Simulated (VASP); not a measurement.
A run of VASP 6.6.1 is set up as follows.

Contents of INCAR:

```
PREC     = Accurate       # precision mode
ENCUT    = 600            # plane-wave cutoff, eV
EDIFF    = 1E-6           # SCF threshold, eV
ISMEAR   = -1             # smearing method
SIGMA    = 0.05           # smearing width, eV
LREAL    = False          # projectors in reciprocal space
LASPH    = True           # aspherical terms in the spheres
NELM     = 120            # most SCF steps
ALGO     = Normal         # electronic algorithm
ISIF     = 2              # what is computed and relaxed
LWAVE    = False          # write WAVECAR
LCHARG   = True           # write CHGCAR
GGA      = CA             # functional
LELF     = True           # ELF
LVHAR    = True         
NBANDS   = 30             # bands
GGA_COMPAT= False
```

The input KPOINTS:

```
regular mesh
0
Gamma
  8 8 8
```

File POSCAR:

```
Ni3Ge
1.0
    3.1345977808      0.0000000000      0.0000000000
    0.0000000000      3.1345977808      0.0000000000
    0.0000000000      0.0000000000      3.1345977808
Ni Ge
3 1
Direct
    0.5000000000      0.0000000000      0.5000000000
    0.0000000000      0.5000000000      0.5000000000
    0.5000000000      0.5000000000      0.0000000000
    0.0000000000      0.0000000000      0.0000000000
```

Potentials or basis: VASP PAW LDA potentials, release 64 (Ni, Ge_d).

Launch:

```console
$ cat potpaw_LDA.64/Ni/POTCAR potpaw_LDA.64/Ge_d/POTCAR > POTCAR
$ mpirun -np 1 vasp_std > vasp.out
```

Task: Predict the band gap on the k mesh.

Result: Zero (bands 22 and 23 overlap by 0.40 eV).

Task: Predict the pressure.

Result: 166.6 GPa.

Caveat: the cell stands under pressure. Spin polarisation is off, so any magnetic state and its effect on volume and gap are missing.
